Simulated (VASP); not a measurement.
# Ni (Fm-3m) in VASP: single point with PBE

Aim: the single point of Ni with PBE.

All numbers are computed with VASP 6.6.1; they aren't measurements. Logs are shortened: lines on timing, memory, paths and dates and some standing lists are left out, and cuts for length are marked.

## Step 1: The cell of the first run

Symmetry: Fm-3m, No. 225, cubic system. The conventional cell has a = 3.536 Å, b = 3.536 Å, c = 3.536 Å, α = 90.00°, β = 90.00°, γ = 90.00°. Ni (site symmetry m-3m) has 12 Ni at 2.50 Å within 3.3 Å.

## Step 2: Single point, PBE, collinear spin, ferromagnetic start

Contents of INCAR:

```
ALGO = Normal
EDIFF = 1E-7
ENCUT = 520
GGA = PE
ISIF = 2
ISMEAR = -1
ISPIN = 2
ISYM = 0
LASPH = True
LCHARG = False
LMAXMIX = 4
LORBIT = 11
LREAL = False
LWAVE = False
MAGMOM = 1.3 1.3
NBANDS = 21
NELM = 150
PREC = Accurate
SIGMA = 0.05
```

Contents of KPOINTS:

```
k-points
0
Gamma
  8 13 10
```

Contents of POSCAR:

```
Ni
1.0
   -1.7680500000     -3.5361000000     -1.7680500000
   -1.7680500000      0.0000000000     -1.7680500000
    1.7680500000      0.0000000000     -1.7680500000
Ni
2
Direct
    0.0000000000      0.0000000000      0.0000000000
    0.5000000000      0.0000000000      0.5000000000
```

Potentials or basis: VASP PAW PBE potentials, release 64 (Ni).

The run is started by

```sh
$ cat potpaw_PBE.64/Ni/POTCAR > POTCAR
$ mpirun -np 1 vasp_std > vasp.out
```

OUTCAR:

```text
EDIFF = 1E-7
   ENCUT = 520
   GGA = PE
   ISIF = 2
   ISMEAR = -1
   ISPIN = 2
   ISYM = 0
   LASPH = True
   LORBIT = 11
   LREAL = False
   NELM = 150
   PREC = Accurate

 ion  position               nearest neighbor table
   1  0.000  0.000  0.000-   2 2.50   2 2.50   2 2.50   2 2.50   2 2.50   2 2.50   2 2.50   2 2.50

   2  0.500  0.000  0.500-   1 2.50   1 2.50   1 2.50   1 2.50   1 2.50   1 2.50   1 2.50   1 2.50

IMPORTANT INFORMATION: All symmetrisations will be switched off!
NOSYMM: (Re-)initialisation of all symmetry stuff for point group C_1.

----------------------------------------------------------------------------------------

                                     Primitive cell

  volume of cell :      22.1077

  direct lattice vectors                    reciprocal lattice vectors
    -1.768050000 -3.536100000 -1.768050000     0.000000000 -0.282797432  0.000000000
    -1.768050000  0.000000000 -1.768050000    -0.282797432  0.282797432 -0.282797432
     1.768050000  0.000000000 -1.768050000     0.282797432  0.000000000 -0.282797432

  length of vectors
     4.330820340  2.500400289  2.500400289     0.282797432  0.489819521  0.399935964

  position of ions in fractional coordinates (direct lattice)
     0.000000000  0.000000000  0.000000000
     0.500000000  0.000000000  0.500000000

  ion indices of the primitive-cell ions
   primitive index   ion index
                 1           1
                 2           2

----------------------------------------------------------------------------------------

 KPOINTS: k-points

Automatic generation of k-mesh.
 Grid dimensions read from file:
 generate k-points for:    8   13   10

 Generating k-lattice:

  Cartesian coordinates                     Fractional coordinates (reciprocal lattice)
     0.000000000 -0.035349679  0.000000000     0.125000000  0.000000000  0.000000000
    -0.021753649  0.021753649 -0.021753649     0.000000000  0.076923077  0.000000000
     0.028279743  0.000000000 -0.028279743     0.000000000  0.000000000  0.100000000

  Length of vectors
     0.035349679  0.037678425  0.039993596

  Shift w.r.t. Gamma in fractional coordinates (k-lattice)
     0.000000000  0.000000000  0.000000000

 -----------------------------------------------------------------------------
|                                                                             |
|           W    W    AA    RRRRR   N    N  II  N    N   GGGG   !!!           |
|           W    W   A  A   R    R  NN   N  II  NN   N  G    G  !!!           |
|           W    W  A    A  R    R  N N  N  II  N N  N  G       !!!           |
|           W WW W  AAAAAA  RRRRR   N  N N  II  N  N N  G  GGG   !            |
|           WW  WW  A    A  R   R   N   NN  II  N   NN  G    G                |
|           W    W  A    A  R    R  N    N  II  N    N   GGGG   !!!           |
|                                                                             |
|     Your reciprocal lattice and k-lattice belong to different lattice       |
|     classes:                                                                |
|                                                                             |
|        The reciprocal lattice is simple tetragonal,                         |
|        whereas your k-lattice is simple monoclinic.                         |
|                                                                             |
|     Results are often still useful ...                                      |
|                                                                             |
 -----------------------------------------------------------------------------

 WARNING: IBZKPT: internal override: KBLOWUP is changed to .FALSE.
      ... skipping the blow-up phase ...

 Subroutine IBZKPT returns following result:
 ===========================================

 Found    522 irreducible k-points:

 Following reciprocal coordinates:
            Coordinates               Weight
  0.000000  0.000000  0.000000      1.000000
  0.125000  0.000000  0.000000      2.000000
  0.250000  0.000000  0.000000      2.000000
  0.375000  0.000000  0.000000      2.000000
  0.500000  0.000000  0.000000      1.000000
  0.000000  0.076923  0.000000      2.000000
[... 16 lines left out ...]
  0.125000  0.230769  0.000000      2.000000
  0.250000  0.230769  0.000000      2.000000
 [... further k-points ...]
   k-points           NKPTS =    522   k-points in BZ     NKDIM =    522   number of bands    NBANDS=     21
   number of dos      NEDOS =    301   number of ions     NIONS =      2
   total plane-waves  NPLWV =  12800
   dimension x,y,z NGX =    32 NGY =   20 NGZ =   20
   dimension x,y,z NGXF=    64 NGYF=   40 NGZF=   40
   ions per type =               2
   NGX,Y,Z   is equivalent  to a cutoff of  12.28, 13.30, 13.30 a.u.
   NGXF,Y,Z  is equivalent  to a cutoff of  24.57, 26.60, 26.60 a.u.
 SYSTEM =  unknown system
   PREC   = accura    normal or accurate (medium, high low for compatibility)
   ISTART =      0    job   : 0-new  1-cont  2-samecut
   ICHARG =      2    charge: 1-file 2-atom 10-const
   ISPIN  =      2    spin polarized calculation?
   LNONCOLLINEAR =      F non collinear calculations
   LSORBIT =      F    spin-orbit coupling
   LASPH  =      T    aspherical Exc in radial PAW
   ENCUT  =  520.0 eV  38.22 Ry    6.18 a.u.   8.05  4.65  4.65*2*pi/ulx,y,z
   NELM   =    150;   NELMIN=  2; NELMDL= -5     # of ELM steps
   EDIFF  = 0.1E-06   stopping-criterion for ELM
   LREAL  =      F    real-space projection
   EDIFFG = 0.1E-05   stopping-criterion for IOM
   NSW    =      0    number of steps for IOM
   IBRION =     -1    ionic relax: 0-MD 1-quasi-New 2-CG
   NFREE  =      0    steps in history (QN), initial steepest desc. (CG)
   ISIF   =      2    stress and relaxation
   ISYM   =      0    0-nonsym 1-usesym 2-fastsym
   POTIM  = 0.5000    time-step for ionic-motion
   TEBEG  =    0.0;   TEEND  =   0.0 temperature during run
   PSTRESS=    0.0 pullay stress
   NELECT =      20.0000    total number of electrons
   NUPDOWN=      -1.0000    fix difference up-down
   EMIN   =  10.00;   EMAX   =-10.00  energy-range for DOS
   EFERMI =   0.00;   METHOD = LEGACY
   ISMEAR =    -1;   SIGMA  =   0.05  broadening in eV -4-tet -1-fermi 0-gaus
   EFERMI_NEDOS =   21; number of points for ismear=-14 and -15
   IALGO  =     38    algorithm
   IMIX   =      4    mixing-type and parameters
     AMIX     =   0.40;   BMIX     =  1.00
     AMIX_MAG =   1.60;   BMIX_MAG =  1.00
  volume/ion in A,a.u.               =      11.05        74.60
  Fermi-wavevector in a.u.,A,eV,Ry     =   1.583326  2.992052 34.108726  2.506921
  Thomas-Fermi vector in A             =   2.683113
   LORBIT       =     11    0 simple, 1 ext, 2 COOP (PROOUT), +10 PAW based schemes
   GGA     = PE    functional components
   LHFCALC =     F    Hartree Fock is set to
   AEXX    =    0.0000 exact exchange contribution
   IVDW    =     0    specifies the selected vdW correction
   LEPSILON=     F    determine dielectric tensor
   LRPA    =     F    only Hartree local field effects (RPA)
 spin polarized calculation
  energy-cutoff  :      520.00
  volume of cell :       22.11
 maximum number of plane-waves:       613
   NGX = 17   NGY =  9   NGZ =  9

 number of electron      19.9999987 magnetization       1.3073459

 Free energy of the ion-electron system (eV)
  ---------------------------------------------------
  ext. energy  EPLUGINS =         0.00000000
  ---------------------------------------------------
  free energy    TOTEN  =       -10.95369071 eV

  energy without entropy =      -10.92545229  energy(sigma->0) =      -10.93957150

 E-fermi :   9.1562     XC(G=0): -13.1629

 val. band max:        9.1561656090   @ k =  -0.3750   0.3077   0.4000
 cond. band min:       9.1564243017   @ k =   0.3750   0.3846   0.5000
 fundamental gap:      0.0002586927
 Fermi energy:         9.1562129680

 spin component 1

 k-point     1 :       0.0000    0.0000    0.0000
  band No.  band energies     occupation
      1       0.2508      1.00000
      2       4.5882      1.00000
      3       5.0179      1.00000
      4       6.7329      1.00000
      5       6.7412      1.00000
      6       6.7440      1.00000
[... 13 lines left out ...]
     20      36.4748      0.00000
     21      36.4792      0.00000

 k-point     2 :       0.1250    0.0000    0.0000
  band No.  band energies     occupation
      1       0.4521      1.00000
      2       4.5982      1.00000
      3       5.0784      1.00000
      4       6.6625      1.00000
      5       6.7965      1.00000
      6       6.7994      1.00000
[... 13 lines left out ...]
     20      34.9412      0.00000
     21      35.5661      0.00000

 k-point     3 :       0.2500    0.0000    0.0000
  band No.  band energies     occupation
      1       1.0428      1.00000
      2       4.5390      1.00000
      3       5.2526      1.00000
      4       6.4641      1.00000
      5       6.9596      1.00000
      6       6.9626      1.00000
[... 13 lines left out ...]
     20      32.5927      0.00000
     21      33.8168      0.00000
[... 457 lines left out ...]
 k-point    23 :       0.1250    0.2308    0.0000
  band No.  band energies     occupation
      1       1.7021      1.00000
      2       5.1730      1.00000
      3       5.4770      1.00000
      4       6.4309      1.00000
      5       6.9562      1.00000
      6       6.9905      1.00000
[... 13 lines left out ...]
     20      36.8963      0.00000
     21      38.8424      0.00000

 k-point    24 :       0.2500    0.2308    0.0000
  band No.  band energies     occupation
      1       1.5790      1.00000
      2       5.1698      1.00000
      3       5.4358      1.00000
      4       6.4243      1.00000
      5       6.9582      1.00000
      6       7.0085      1.00000
[... 13 lines left out ...]
     20      37.8755      0.00000
     21      38.1489      0.00000

 [... further k-points ...]

 spin component 2

 k-point     1 :       0.0000    0.0000    0.0000
  band No.  band energies     occupation
      1       0.2200      1.00000
      2       4.9531      1.00000
      3       5.6695      1.00000
      4       7.5193      1.00000
      5       7.5203      1.00000
      6       7.5261      1.00000
[... 13 lines left out ...]
     20      36.4643      0.00000
     21      36.4657      0.00000

 k-point     2 :       0.1250    0.0000    0.0000
  band No.  band energies     occupation
      1       0.4215      1.00000
      2       4.9438      1.00000
      3       5.7344      1.00000
      4       7.4488      1.00000
      5       7.5767      1.00000
      6       7.5778      1.00000
[... 13 lines left out ...]
     20      34.9896      0.00000
     21      35.5263      0.00000

 k-point     3 :       0.2500    0.0000    0.0000
  band No.  band energies     occupation
      1       1.0136      1.00000
      2       4.8058      1.00000
      3       5.9214      1.00000
      4       7.2323      1.00000
      5       7.7461      1.00000
      6       7.7473      1.00000
[... 13 lines left out ...]
     20      32.6730      0.00000
     21      33.7527      0.00000
[... 457 lines left out ...]
 k-point    23 :       0.1250    0.2308    0.0000
  band No.  band energies     occupation
      1       1.6798      1.00000
      2       5.6103      1.00000
      3       6.0524      1.00000
      4       7.1600      1.00000
      5       7.7200      1.00000
      6       7.7532      1.00000
[... 13 lines left out ...]
     20      36.9495      0.00000
     21      38.8024      0.00000

 k-point    24 :       0.2500    0.2308    0.0000
  band No.  band energies     occupation
      1       1.5540      1.00000
      2       5.6035      1.00000
      3       6.0247      1.00000
      4       7.1620      1.00000
      5       7.7226      1.00000
      6       7.7977      1.00000
[... 13 lines left out ...]
     20      37.8432      0.00000
     21      38.1202      0.00000

 [... further k-points ...]

------------------------ aborting loop because EDIFF is reached ----------------------------------------

  FORCE on cell =-STRESS in cart. coord.  units (eV):
  Direction    XX          YY          ZZ          XY          YZ          ZX
  --------------------------------------------------------------------------------------
  -------------------------------------------------------------------------------------
  Total       -0.3888505     -0.3747560     -0.3888550      0.0017215      0.0017226     -0.0267466
  in kB      -28.1805596    -27.1591111    -28.1808880      0.1247573      0.1248360     -1.9383659
  external PRESSURE =     -27.8401862 kB  Pullay stress =       0.0000000 kB

 VOLUME and BASIS-vectors are now :
 -----------------------------------------------------------------------------
  energy-cutoff  :      520.00
  volume of cell :       22.11
      direct lattice vectors                 reciprocal lattice vectors
    -1.768050000 -3.536100000 -1.768050000     0.000000000 -0.282797432  0.000000000
    -1.768050000  0.000000000 -1.768050000    -0.282797432  0.282797432 -0.282797432
     1.768050000  0.000000000 -1.768050000     0.282797432  0.000000000 -0.282797432

 POSITION                                       TOTAL-FORCE (eV/Angst)
 -----------------------------------------------------------------------------------
      0.00000      0.00000      0.00000        -0.000000      0.000000     -0.000000
      0.00000     -1.76805     -1.76805         0.000000     -0.000000      0.000000
 -----------------------------------------------------------------------------------
    total drift:                               -0.000000     -0.000000     -0.000000

  FREE ENERGIE OF THE ION-ELECTRON SYSTEM (eV)
  ---------------------------------------------------
  free  energy   TOTEN  =       -10.9536907088 eV

  energy  without entropy=      -10.9254522869  energy(sigma->0) =      -10.93957150

 total charge

# of ion       s       p       d       tot
------------------------------------------
    1        0.491   0.485   8.305   9.282
    2        0.491   0.485   8.305   9.282
--------------------------------------------------
tot          0.983   0.970  16.611  18.563

 magnetization (x)

# of ion       s       p       d       tot
------------------------------------------
    1       -0.006  -0.024   0.696   0.666
    2       -0.006  -0.024   0.696   0.666
--------------------------------------------------
tot         -0.011  -0.048   1.392   1.333
```

Run time: 13 min. Hardware: 1 thread of AMD EPYC 7R13, shared host; peak memory 0.38 GiB.

Results:

| Item | Value |
| --- | --- |
| Free energy | -10.9537 eV |
| Pressure | -2.8 GPa |
| Net moment | 1.31 μB per cell |
| Site moments | Ni +0.67 μB |
| Valence electrons inside the program's atomic spheres | Ni 9.28 |
